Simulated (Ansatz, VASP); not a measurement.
BaS in VASP and in Ansatz

```xyz
4
Lattice="4.3540 -0.0548 0.0190 -2.2244 3.8459 -0.0248 0.0334 -0.0310 7.7687" Properties=species:S:1:pos:R:3 pbc="T T T"
Ba   -0.0512    2.4518    1.8931
Ba    2.1453    1.3312    5.7743
S     0.1236   -0.0224    0.0006
S    -0.0382   -0.0159    3.9793
```

Change from the starting cell: all atoms moved at random (sigma 0.06 Å), cell strained at random (1 %).

Alike in both runs: task single point; functional PBE; k mesh 8 × 8 × 6; occupations gaussian, width 0.05 eV; no spin polarisation.

|  | VASP | Ansatz |
| --- | --- | --- |
| version | VASP 6.6.1 | Ansatz 0.2.0 |
| potentials or method | VASP PAW PBE potentials, release 64 (Ba_sv, S), cutoff 520 eV | scalar-relativistic, plane waves, PAW |
| valence electrons in the cell | 32 | 32 |

Ansatz gave:

| Quantity | Value |
| --- | --- |
| gap on the k mesh at the Fermi level (eV) | 2.04 |
| least direct gap on the mesh (eV) | 2.27 |
| pressure (GPa) | 0.8 |
| traceless stress, the component that is largest in VASP (GPa) | 0.30 |
| rms of the force components (eV/Å) | 0.237 |

Problem. What did VASP give for the same quantities?

Solution. gap on the k mesh at the Fermi level (eV): 1.97; least direct gap on the mesh (eV): 2.20; pressure (GPa): 1.5; traceless stress, the component that is largest in VASP (GPa): 0.36; rms of the force components (eV/Å): 0.254.

Atom by atom the forces differ by 0.018 eV/Å (rms over components). With one functional, cell and mesh, what is left measures potentials, basis and numerics.

Spin-orbit coupling is off throughout.
